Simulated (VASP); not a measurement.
Crystal: Si.

```xyz
2
Lattice="0.0000 2.6690 2.6690 2.6690 0.0000 2.6690 2.6690 2.6690 0.0000" Properties=species:S:1:pos:R:3 pbc="T T T"
Si    0.0000    0.0000    0.0000
Si    1.3345    1.3345    1.3345
```

Base run:

* Program: VASP 6.6.1
* Functional: PBEsol
* Potentials or basis: VASP PAW PBE potentials, release 64 (Si)
* Cutoff: 520 eV
* k mesh: 8 × 8 × 8
* Occupations: gaussian, width 0.01 eV
* Spin: no spin polarisation

Its results: band gap on the k mesh 0.41 eV, indirect (least direct gap 2.54 eV); pressure 5.7 GPa.

Problem. The run is repeated on the same cell with these changes: functional from PBEsol to LDA; potentials or basis from VASP PAW PBE potentials, release 64 (Si) to VASP PAW LDA potentials, release 64 (Si). What comes out?

Solution. Band gap on the k mesh 0.43 eV, indirect (least direct gap 2.54 eV); pressure 3.8 GPa.

Caveats: the PAW data sets were made with another functional, which shifts forces and pressure a little (some runs).

A k mesh can miss the band edges.
